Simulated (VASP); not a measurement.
A run of VASP 6.6.1 is set up as follows.

File POSCAR:

```
HfO2
1.0
    0.0000000000      2.4775309781      2.4775309781
    2.4775309781      0.0000000000      2.4775309781
    2.4775309781      2.4775309781      0.0000000000
Hf O
1 2
Direct
    0.0000000000      0.0000000000      0.0000000000
    0.2500000000      0.2500000000      0.2500000000
    0.7500000000      0.7500000000      0.7500000000
```

File INCAR.step1:

```
ALGO = Normal
EDIFF = 1E-4
ENCUT = 520
GGA = PE
ISMEAR = 0
LASPH = True
LCHARG = False
LREAL = False
LWAVE = True
NBANDS = 18
NELM = 100
PREC = Accurate
SIGMA = 0.02
```

The input INCAR.step2:

```
ALGO = Normal
EDIFF = 1E-6
ENCUT = 520
ISIF = 2
ISMEAR = 0
ISTART = 1
LASPH = True
LCHARG = False
LMIXTAU = True
LREAL = False
LWAVE = False
METAGGA = R2SCAN
NBANDS = 18
NELM = 100
PREC = Accurate
SIGMA = 0.02
```

KPOINTS

```
k-points
0
Gamma
  8 8 8
```

Potentials or basis: VASP PAW PBE potentials, release 64 (Hf_pv, O).

The run is started by

```sh
$ cat potpaw_PBE.64/Hf_pv/POTCAR potpaw_PBE.64/O/POTCAR > POTCAR
$ cp INCAR.step1 INCAR
$ mpirun -np 1 vasp_std > vasp.out
$ cp INCAR.step2 INCAR
$ mpirun -np 1 vasp_std > vasp.out
```

Problem. Estimate the pressure.

Solution. 14.5 GPa.

Problem. Predict the band gap on the k mesh.

Solution. 4.50 eV, direct.

Caveat: the PAW data sets were made with another functional, which shifts forces and pressure a little; spin-orbit coupling is left out, which moves the levels of the heavy elements. A k mesh can miss the band edges.
